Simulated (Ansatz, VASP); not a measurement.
LiSi16 in VASP and in Ansatz

```
Si Li
1.0
     0.00000    5.43000    5.43000
     5.43000    0.00000    5.43000
     5.43000    5.43000    0.00000
Si Li
16 1
Direct
  0.99771 0.99757 0.99385
  0.12005 0.11991 0.12357
  0.99816 0.99800 0.49795
  0.12217 0.12201 0.62196
  0.98802 0.49938 0.99934
  0.11959 0.62317 0.12313
  0.99771 0.49390 0.49753
  0.12005 0.62361 0.61986
  0.49952 0.98788 0.99936
  0.62332 0.11945 0.12314
  0.49406 0.99757 0.49753
  0.62376 0.11992 0.61987
  0.49891 0.49876 0.99871
  0.62119 0.62106 0.12101
  0.49953 0.49940 0.48784
  0.62333 0.62319 0.61940
  0.37100 0.37087 0.87083
```

Alike in both runs: functional PBE; k mesh 2 × 2 × 2; occupations gaussian, width 0.05 eV; collinear spin.

Ansatz relaxed the structure, and its values are those at the end. VASP's run is a single point on that final structure, the one shown.

|  | VASP | Ansatz |
| --- | --- | --- |
| version | VASP 6.6.1 | Ansatz 0.2.0 |
| potentials or method | VASP PAW PBE potentials, release 64 (Si, Li_sv), cutoff 520 eV | scalar-relativistic, plane waves, PAW |
| valence electrons in the cell | 67 | 67 |

```tsv
	VASP	Ansatz	Ansatz less VASP
rms of the force components (eV/Å)	0.005	0.004	-0.0007
net moment per atom (μB)	0.00	0.00	0.000
```

Ansatz's warnings: seeded moment not kept.

The k mesh is coarse, so the values compare programs but aren't converged. Noted on VASP's run: the cutoff is short for stress, so the pressure is rough.
